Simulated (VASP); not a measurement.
A run of VASP 6.6.1 is set up as follows.

File POSCAR:

```
Cs2Cl3
1.0
    4.9645370709      0.0000000000      0.0000000000
   -2.4822685354      4.2994152214      0.0000000000
    0.0000000000      0.0000000000      7.7240132600
Cs Cl
2 3
Direct
    0.3333333333      0.6666666667      0.2450000000
    0.6666666667      0.3333333333      0.7550000000
    0.0000000000      0.0000000000      0.0000000000
    0.3333333333      0.6666666667      0.6450000000
    0.6666666667      0.3333333333      0.3550000000
```

The input INCAR.step1:

```
SYSTEM = Cs2Cl3
ALGO = Normal ; EDIFF = 1E-4
ENCUT = 520 ; GGA = PE
ISMEAR = 0 ; LASPH = .TRUE.
LCHARG = .FALSE. ; LREAL = .FALSE.
LWAVE = .TRUE. ; NBANDS = 28
NELM = 80 ; PREC = Accurate
SIGMA = 0.1
```

File INCAR.step2:

```
SYSTEM = Cs2Cl3
ALGO = Normal ; EDIFF = 1E-7
ENCUT = 520 ; ISIF = 2
ISMEAR = 0 ; ISTART = 1
LASPH = .TRUE. ; LCHARG = .FALSE.
LMIXTAU = .TRUE. ; LREAL = .FALSE.
LWAVE = .FALSE. ; METAGGA = R2SCAN
NBANDS = 28 ; NELM = 80
PREC = Accurate ; SIGMA = 0.1
```

File KPOINTS:

```
k-points
0
G
  6 6 4
  0 0 0
```

Potentials or basis: VASP PAW PBE potentials, release 64 (Cs_sv, Cl).

Command:

```console
$ cat potpaw_PBE.64/Cs_sv/POTCAR potpaw_PBE.64/Cl/POTCAR > POTCAR
$ cp INCAR.step1 INCAR
$ mpirun -np 1 vasp_std > vasp.out
$ cp INCAR.step2 INCAR
$ mpirun -np 1 vasp_std > vasp.out
```

Task: Estimate the band gap on the k mesh.

Result: Zero (an odd number of electrons rules out a gap without spin polarisation).

Task: Predict the largest force.

Result: 1.247 eV/Å.

Task: Predict the pressure.

Result: 7.0 GPa.

Stress tensor (GPa, compression positive):
```
7.75 0.00 0.00
0.00 7.75 0.00
0.00 0.00 5.61
```

Caveat: the cell stands under pressure; the PAW data sets were made with another functional, which shifts forces and pressure a little; spin-orbit coupling is left out, which moves the levels of the heavy elements; an odd number of electrons without spin polarisation forces a metal; a magnetic or distorted state may lie lower.
